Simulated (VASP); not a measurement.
Input of a VASP 6.6.1 run:

Contents of INCAR:

```
PREC     = Accurate       # precision mode
ENCUT    = 520            # plane-wave cutoff, eV
EDIFF    = 1E-6           # SCF threshold, eV
ISMEAR   = -1             # smearing method
SIGMA    = 0.05           # smearing width, eV
LREAL    = F              # projectors in reciprocal space
LASPH    = T              # aspherical terms in the spheres
NELM     = 80             # most SCF steps
ALGO     = Normal         # electronic algorithm
ISIF     = 2              # what is computed and relaxed
LWAVE    = F              # write WAVECAR
LCHARG   = F              # write CHGCAR
GGA      = RP             # functional
IVDW     = 13             # dispersion correction
NBANDS   = 13             # bands
```

File KPOINTS:

```
regular mesh
0
Gamma
  10 10 10
```

Contents of POSCAR:

```
Sn
1.0
   -1.9863010891      1.9863010891      1.6655246267
    1.9863010891     -1.9863010891      1.6655246267
    1.9863010891      1.9863010891     -1.6655246267
Sn
1
Direct
    0.0000000000      0.0000000000      0.0000000000
```

Potentials or basis: VASP PAW PBE potentials, release 64 (Sn_d).

Launch:

```console
$ cat potpaw_PBE.64/Sn_d/POTCAR > POTCAR
$ mpirun -np 1 vasp_std > vasp.out
```

**Question.** Estimate the band gap on the k mesh.

**Answer.** Zero (bands 7 and 8 overlap by 9.50 eV).

**Question.** What does it give for the dispersion energy per atom?

**Answer.** -0.787 eV.

Caveat: spin-orbit coupling is left out, which moves the levels of the heavy elements.
